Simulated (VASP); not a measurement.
# Nd4S (Pm-3m) in VASP: notebook

Nd4S is run at these levels: PBE; tasks: single point, relaxation of cell and atoms.

Everything below comes from runs of VASP 6.6.1. Logs are shortened: lines on timing, memory, paths and dates and some standing lists are left out, and cuts for length are marked.

## 1. The cell of the first run

The structure is cubic, space group Pm-3m (No. 221). Conventional cell: a = 5.740 Å, b = 5.740 Å, c = 5.740 Å, α = 90.00°, β = 90.00°, γ = 90.00°. Nd (site symmetry m-3m) has 6 Nd at 2.87 Å within 3.8 Å. Within 3.8 Å of Nd (site symmetry 4/mmm) lie 2 Nd at 2.87 Å. Within 5.3 Å of S (site symmetry m-3m) lie 20 Nd at 4.06 to 4.97 Å.

The cell was built from a structure type or drawn by symmetry, and may not be a known phase.

## 2. Single point, PBE

File INCAR:

```
PREC = Accurate
ENCUT = 500
EDIFF = 1E-6
ISMEAR = 0
SIGMA = 0.1
LREAL = False
LASPH = True
NELM = 200
ALGO = Normal
ISIF = 2
LWAVE = False
LCHARG = False
GGA = PE
NBANDS = 33
GGA_COMPAT = False
LMAXMIX = 6
```

File KPOINTS:

```
Automatic mesh
0
Gamma
  8 8 8
```

File POSCAR:

```
Nd4S
1.0
    5.7402341737      0.0000000000      0.0000000000
    0.0000000000      5.7402341737      0.0000000000
    0.0000000000      0.0000000000      5.7402341737
Nd S
4 1
Direct
    0.5000000000      0.5000000000      0.5000000000
    0.0000000000      0.5000000000      0.5000000000
    0.5000000000      0.0000000000      0.5000000000
    0.5000000000      0.5000000000      0.0000000000
    0.0000000000      0.0000000000      0.0000000000
```

Potentials or basis: VASP PAW PBE potentials, release 64 (Nd_3, S), 4f in core.

Run with:

```sh
cat potpaw_PBE.64/Nd_3/POTCAR potpaw_PBE.64/S/POTCAR > POTCAR
mpirun -np 1 vasp_std > vasp.out
```

OUTCAR:

```text
PREC = Accurate
   ENCUT = 500
   EDIFF = 1E-6
   ISMEAR = 0
   LREAL = False
   LASPH = True
   NELM = 200
   ISIF = 2
   GGA = PE

 ion  position               nearest neighbor table
   1  0.500  0.500  0.500-   2 2.87   3 2.87   4 2.87   4 2.87   3 2.87   2 2.87
   2  0.000  0.500  0.500-   1 2.87   1 2.87
   3  0.500  0.000  0.500-   1 2.87   1 2.87
   4  0.500  0.500  0.000-   1 2.87   1 2.87
   5  0.000  0.000  0.000-

  LATTYP: Found a simple cubic cell.
 ALAT       =     5.7402341737

  Lattice vectors:

 A1 = (   5.7402341737,   0.0000000000,   0.0000000000)
 A2 = (   0.0000000000,   5.7402341737,   0.0000000000)
 A3 = (   0.0000000000,   0.0000000000,   5.7402341737)

Analysis of symmetry for initial positions (statically):
=====================================================================
 Subroutine PRICEL returns:
 Original cell was already a primitive cell.

 Routine SETGRP: Setting up the symmetry group for a
 simple cubic supercell.

 Subroutine GETGRP returns: Found 48 space group operations
 (whereof 48 operations were pure point group operations)
 out of a pool of 48 trial point group operations.

The static configuration has the point symmetry O_h .

Analysis of symmetry for dynamics (positions and initial velocities):
=====================================================================
 Subroutine PRICEL returns:
 Original cell was already a primitive cell.

 Routine SETGRP: Setting up the symmetry group for a
 simple cubic supercell.

 Subroutine GETGRP returns: Found 48 space group operations
 (whereof 48 operations were pure point group operations)
 out of a pool of 48 trial point group operations.

The dynamic configuration has the point symmetry O_h .

 Subroutine INISYM returns: Found 48 space group operations
 (whereof 48 operations are pure point group operations),
 and found     1 'primitive' translations

----------------------------------------------------------------------------------------

                                     Primitive cell

  volume of cell :     189.1424

  direct lattice vectors                    reciprocal lattice vectors
     5.740234174  0.000000000  0.000000000     0.174208921  0.000000000  0.000000000
     0.000000000  5.740234174  0.000000000     0.000000000  0.174208921  0.000000000
     0.000000000  0.000000000  5.740234174     0.000000000  0.000000000  0.174208921

  length of vectors
     5.740234174  5.740234174  5.740234174     0.174208921  0.174208921  0.174208921

  position of ions in fractional coordinates (direct lattice)
     0.500000000  0.500000000  0.500000000
     0.000000000  0.500000000  0.500000000
     0.500000000  0.000000000  0.500000000
     0.500000000  0.500000000  0.000000000
     0.000000000  0.000000000  0.000000000

  ion indices of the primitive-cell ions
   primitive index   ion index
                 1           1
                 2           2
                 3           3
                 4           4
                 5           5

----------------------------------------------------------------------------------------

 KPOINTS: Automatic mesh

Automatic generation of k-mesh.
 Grid dimensions read from file:
 generate k-points for:    8    8    8

 Generating k-lattice:

  Cartesian coordinates                     Fractional coordinates (reciprocal lattice)
     0.021776115  0.000000000  0.000000000     0.125000000  0.000000000  0.000000000
     0.000000000  0.021776115  0.000000000     0.000000000  0.125000000  0.000000000
     0.000000000  0.000000000  0.021776115     0.000000000  0.000000000  0.125000000

  Length of vectors
     0.021776115  0.021776115  0.021776115

  Shift w.r.t. Gamma in fractional coordinates (k-lattice)
     0.000000000  0.000000000  0.000000000

 Subroutine IBZKPT returns following result:
 ===========================================

 Found     35 irreducible k-points:

 Following reciprocal coordinates:
            Coordinates               Weight
  0.000000  0.000000  0.000000      1.000000
  0.125000  0.000000  0.000000      6.000000
  0.250000  0.000000  0.000000      6.000000
  0.375000  0.000000  0.000000      6.000000
  0.500000  0.000000  0.000000      3.000000
  0.125000  0.125000  0.000000     12.000000
[... 16 lines left out ...]
  0.375000  0.375000  0.125000     24.000000
  0.500000  0.375000  0.125000     24.000000
 [... further k-points ...]
   k-points           NKPTS =     35   k-points in BZ     NKDIM =     35   number of bands    NBANDS=     33
   number of dos      NEDOS =    301   number of ions     NIONS =      5
   total plane-waves  NPLWV =  74088
   dimension x,y,z NGX =    42 NGY =   42 NGZ =   42
   dimension x,y,z NGXF=    84 NGYF=   84 NGZF=   84
   ions per type =               4   1
   NGX,Y,Z   is equivalent  to a cutoff of  12.16, 12.16, 12.16 a.u.
   NGXF,Y,Z  is equivalent  to a cutoff of  24.33, 24.33, 24.33 a.u.
 SYSTEM =  unknown system
   PREC   = accura    normal or accurate (medium, high low for compatibility)
   ISTART =      0    job   : 0-new  1-cont  2-samecut
   ICHARG =      2    charge: 1-file 2-atom 10-const
   ISPIN  =      1    spin polarized calculation?
   LNONCOLLINEAR =      F non collinear calculations
   LSORBIT =      F    spin-orbit coupling
   LASPH  =      T    aspherical Exc in radial PAW
   ENCUT  =  500.0 eV  36.75 Ry    6.06 a.u.  10.47 10.47 10.47*2*pi/ulx,y,z
   NELM   =    200;   NELMIN=  2; NELMDL= -5     # of ELM steps
   EDIFF  = 0.1E-05   stopping-criterion for ELM
   LREAL  =      F    real-space projection
   EDIFFG = 0.1E-04   stopping-criterion for IOM
   NSW    =      0    number of steps for IOM
   IBRION =     -1    ionic relax: 0-MD 1-quasi-New 2-CG
   NFREE  =      0    steps in history (QN), initial steepest desc. (CG)
   ISIF   =      2    stress and relaxation
   ISYM   =      2    0-nonsym 1-usesym 2-fastsym
   POTIM  = 0.5000    time-step for ionic-motion
   TEBEG  =    0.0;   TEEND  =   0.0 temperature during run
   PSTRESS=    0.0 pullay stress
   NELECT =      50.0000    total number of electrons
   NUPDOWN=      -1.0000    fix difference up-down
   EMIN   =  10.00;   EMAX   =-10.00  energy-range for DOS
   EFERMI =   0.00;   METHOD = LEGACY
   ISMEAR =     0;   SIGMA  =   0.10  broadening in eV -4-tet -1-fermi 0-gaus
   EFERMI_NEDOS =   21; number of points for ismear=-14 and -15
   IALGO  =     38    algorithm
   IMIX   =      4    mixing-type and parameters
     AMIX     =   0.40;   BMIX     =  1.00
     AMIX_MAG =   1.60;   BMIX_MAG =  1.00
  volume/ion in A,a.u.               =      37.83       255.28
  Fermi-wavevector in a.u.,A,eV,Ry     =   1.050675  1.985489 15.019726  1.103919
  Thomas-Fermi vector in A             =   2.185688
   LORBIT       =      0    0 simple, 1 ext, 2 COOP (PROOUT), +10 PAW based schemes
   GGA     = PE    functional components
   LHFCALC =     F    Hartree Fock is set to
   AEXX    =    0.0000 exact exchange contribution
   IVDW    =     0    specifies the selected vdW correction
   LEPSILON=     F    determine dielectric tensor
   LRPA    =     F    only Hartree local field effects (RPA)
 non-spin polarized calculation
 Gauss-broadening in eV      SIGMA  =   0.10
  energy-cutoff  :      500.00
  volume of cell :      189.14
 maximum number of plane-waves:      4829
 NGX is ok and might be reduce to    42
   NGX = 21   NGY = 21   NGZ = 21

 number of electron      49.9999999 magnetization

 Free energy of the ion-electron system (eV)
  ---------------------------------------------------
  ext. energy  EPLUGINS =         0.00000000
  ---------------------------------------------------
  free energy    TOTEN  =       -19.43630636 eV

  energy without entropy =      -19.40877907  energy(sigma->0) =      -19.42254272

 E-fermi :   2.5783     XC(G=0):  -8.7321

 val. band max:        2.5696347357   @ k =   0.2500   0.2500   0.1250
 cond. band min:       2.5798863047   @ k =   0.5000   0.2500   0.1250
 fundamental gap:      0.0102515689
 Fermi energy:         2.5782742649

 k-point     1 :       0.0000    0.0000    0.0000
  band No.  band energies     occupation
      1     -36.2110      2.00000
      2     -36.0667      2.00000
      3     -36.0667      2.00000
      4     -34.2420      2.00000
      5     -18.4158      2.00000
      6     -18.4158      2.00000
[... 25 lines left out ...]
     32       4.5087      0.00000
     33       6.4004      0.00000

 k-point     2 :       0.1250    0.0000    0.0000
  band No.  band energies     occupation
      1     -36.2052      2.00000
      2     -36.0683      2.00000
      3     -36.0667      2.00000
      4     -34.2493      2.00000
      5     -18.4117      2.00000
      6     -18.4117      2.00000
[... 25 lines left out ...]
     32       4.5798      0.00000
     33       5.5737      0.00000

 k-point     3 :       0.2500    0.0000    0.0000
  band No.  band energies     occupation
      1     -36.1902      2.00000
      2     -36.0730      2.00000
      3     -36.0667      2.00000
      4     -34.2669      2.00000
      5     -18.4018      2.00000
      6     -18.4018      2.00000
[... 25 lines left out ...]
     32       4.6451      0.00000
     33       4.7741      0.00000

 k-point     4 :       0.3750    0.0000    0.0000
  band No.  band energies     occupation
      1     -36.1734      2.00000
      2     -36.0792      2.00000
      3     -36.0666      2.00000
      4     -34.2847      2.00000
      5     -18.3917      2.00000
      6     -18.3917      2.00000
[... 673 lines left out ...]
     32       4.3071      0.00000
     33       4.5216      0.00000

 k-point    23 :       0.3750    0.3750    0.1250
  band No.  band energies     occupation
      1     -36.1302      2.00000
      2     -36.0802      2.00000
      3     -36.0769      2.00000
      4     -34.3371      2.00000
      5     -18.2663      2.00000
      6     -17.6271      2.00000
[... 25 lines left out ...]
     32       4.3721      0.00000
     33       4.3873      0.00000

 k-point    24 :       0.5000    0.3750    0.1250
  band No.  band energies     occupation
      1     -36.1218      2.00000
      2     -36.0826      2.00000
      3     -36.0782      2.00000
      4     -34.3449      2.00000
      5     -18.2618      2.00000
      6     -17.6085      2.00000
[... 25 lines left out ...]
     32       4.3221      0.00000
     33       4.5503      0.00000

 [... further k-points ...]

------------------------ aborting loop because EDIFF is reached ----------------------------------------

  FORCE on cell =-STRESS in cart. coord.  units (eV):
  Direction    XX          YY          ZZ          XY          YZ          ZX
  --------------------------------------------------------------------------------------
  -------------------------------------------------------------------------------------
  Total        0.1048198      0.1048198      0.1048198      0.0000000     -0.0000000      0.0000000
  in kB        0.8879023      0.8879023      0.8879023      0.0000000     -0.0000000      0.0000000
  external PRESSURE =       0.8879023 kB  Pullay stress =       0.0000000 kB

 VOLUME and BASIS-vectors are now :
 -----------------------------------------------------------------------------
  energy-cutoff  :      500.00
  volume of cell :      189.14
      direct lattice vectors                 reciprocal lattice vectors
     5.740234174  0.000000000  0.000000000     0.174208921  0.000000000  0.000000000
     0.000000000  5.740234174  0.000000000     0.000000000  0.174208921  0.000000000
     0.000000000  0.000000000  5.740234174     0.000000000  0.000000000  0.174208921

 POSITION                                       TOTAL-FORCE (eV/Angst)
 -----------------------------------------------------------------------------------
      2.87012      2.87012      2.87012         0.000000      0.000000      0.000000
      0.00000      2.87012      2.87012         0.000000      0.000000      0.000000
      2.87012      0.00000      2.87012         0.000000      0.000000      0.000000
      2.87012      2.87012      0.00000         0.000000      0.000000      0.000000
      0.00000      0.00000      0.00000         0.000000      0.000000      0.000000
 -----------------------------------------------------------------------------------
    total drift:                                0.000000     -0.000000      0.000000

  FREE ENERGIE OF THE ION-ELECTRON SYSTEM (eV)
  ---------------------------------------------------
  free  energy   TOTEN  =       -19.4363063624 eV

  energy  without entropy=      -19.4087790749  energy(sigma->0) =      -19.42254272
```

It took 3.5 min on 1 thread of Intel Xeon 6975P-C (Granite Rapids), shared host; peak memory 0.34 GiB.

Results:

```yaml
Free_energy: -19.4363 eV
Pressure: 0.1 GPa
Band_gap_on_the_k_mesh: zero (bands 25 and 26 overlap by 1.84 eV)
```

Levels at points of the mesh, in eV from the Fermi level:
```tsv
k point	band 21	band 22	band 23	band 24	band 25	band 26	band 27	band 28	band 29	band 30
(0.00, 0.00, 0.00)	-2.30	-1.93	-1.93	-1.93	-1.18	-1.18	-0.31	-0.31	0.10	1.93
(0.50, 0.00, 0.00)	-2.19	-1.02	-1.00	-0.81	-0.81	-0.33	0.49	0.63	0.78	0.78
(0.50, 0.50, 0.00)	-1.14	-1.13	-1.13	0.06	0.20	0.20	0.32	0.70	1.31	1.31
(0.50, 0.50, 0.50)	-0.75	-0.75	-0.75	0.09	0.66	0.66	0.66	1.11	1.11	1.11
```

Caveat: spin-orbit coupling is left out, which moves the levels of the heavy elements; the 4f electrons are frozen in the core, so they carry no moment and show no levels; the run has no spin polarisation, though such a crystal can be magnetic.

## 3. Relaxation of cell and atoms, PBE

This run uses another cell than the first one, of 38.63 Å³/atom.

File INCAR:

```
SYSTEM = Nd4S
PREC = Accurate
ENCUT = 500
EDIFF = 1E-7
ISMEAR = 0
SIGMA = 0.1
LREAL = .False.
LASPH = .True.
NELM = 200
ALGO = Normal
ISIF = 3
LWAVE = .False.
LCHARG = .False.
GGA = PE
IBRION = 2
NSW = 100
EDIFFG = -0.01
GGA_COMPAT = .False.
NELMIN = 4
LMAXMIX = 6
```

File KPOINTS:

```
regular mesh
0
Gamma
  8 8 8
  0 0 0
```

Edit POSCAR of step 2 so:

```diff
@@ -2,5 +2,5 @@
 1.0
-    5.7402341737      0.0000000000      0.0000000000
-    0.0000000000      5.7402341737      0.0000000000
-    0.0000000000      0.0000000000      5.7402341737
+    5.7803538536      0.0000000000      0.0000000000
+    0.0000000000      5.7803538536      0.0000000000
+    0.0000000000      0.0000000000      5.7803538536
 Nd S
```

Potentials or basis: VASP PAW PBE potentials, release 64 (Nd_3, S), 4f in core.

Run with:

```sh
cat potpaw_PBE.64/Nd_3/POTCAR potpaw_PBE.64/S/POTCAR > POTCAR
mpirun -np 1 vasp_std > vasp.out
```

Run time: 8.1 min. Hardware: 1 thread of Intel Xeon 6975P-C (Granite Rapids), shared host; peak memory 0.36 GiB.

Results (log left out):

| Property | Result |
| --- | --- |
| Free energy | -19.4368 eV |
| Relaxed volume | 37.96 Å³/atom |
| Relaxed cell | a = 5.747 Å, b = 5.747 Å, c = 5.747 Å, α = 90.00°, β = 90.00°, γ = 90.00° |
| Space group after relaxing (to 0.1 Å) | Pm-3m (No. 221) |
| Energy gained by relaxing | 0.9 meV/atom |
| Ionic steps | 3 |
| Pressure after relaxing | 0.0 GPa |
| Band gap on the k mesh | zero (bands 25 and 26 overlap by 1.84 eV) |

Step by step:
```csv
step,energy change (eV),largest force (eV/Å),pressure (GPa),volume (Å³)
1,0.0000,0.0000,-0.42,193.14
2,-0.0043,0.0000,-0.07,190.33
3,-0.0044,0.0000,0.00,189.81
```

Final structure:
```cif
data_structure
_symmetry_space_group_name_H-M 'P 1'
_symmetry_Int_Tables_number 1
_cell_length_a 5.7470
_cell_length_b 5.7470
_cell_length_c 5.7470
_cell_angle_alpha 90.000
_cell_angle_beta 90.000
_cell_angle_gamma 90.000
_cell_volume 189.81
loop_
_atom_site_label
_atom_site_type_symbol
_atom_site_fract_x
_atom_site_fract_y
_atom_site_fract_z
_atom_site_occupancy
Nd1 Nd 0.50000 0.50000 0.50000 1
Nd2 Nd 0.00000 0.50000 0.50000 1
Nd3 Nd 0.50000 0.00000 0.50000 1
Nd4 Nd 0.50000 0.50000 0.00000 1
S1 S 0.00000 0.00000 0.00000 1
```

Levels at points of the mesh, in eV from the Fermi level:
```csv
k point,band 21,band 22,band 23,band 24,band 25,band 26,band 27,band 28,band 29,band 30
"(0.00, 0.00, 0.00)",-2.29,-1.92,-1.92,-1.92,-1.18,-1.18,-0.30,-0.30,0.10,1.93
"(0.50, 0.00, 0.00)",-2.18,-1.02,-0.99,-0.80,-0.80,-0.33,0.50,0.63,0.78,0.78
"(0.50, 0.50, 0.00)",-1.14,-1.12,-1.12,0.06,0.21,0.21,0.32,0.70,1.30,1.30
"(0.50, 0.50, 0.50)",-0.74,-0.74,-0.74,0.10,0.66,0.66,0.66,1.11,1.11,1.11
```

Caveat: spin-orbit coupling is left out, which moves the levels of the heavy elements; the 4f electrons are frozen in the core, so they carry no moment and show no levels; the run has no spin polarisation, though such a crystal can be magnetic.
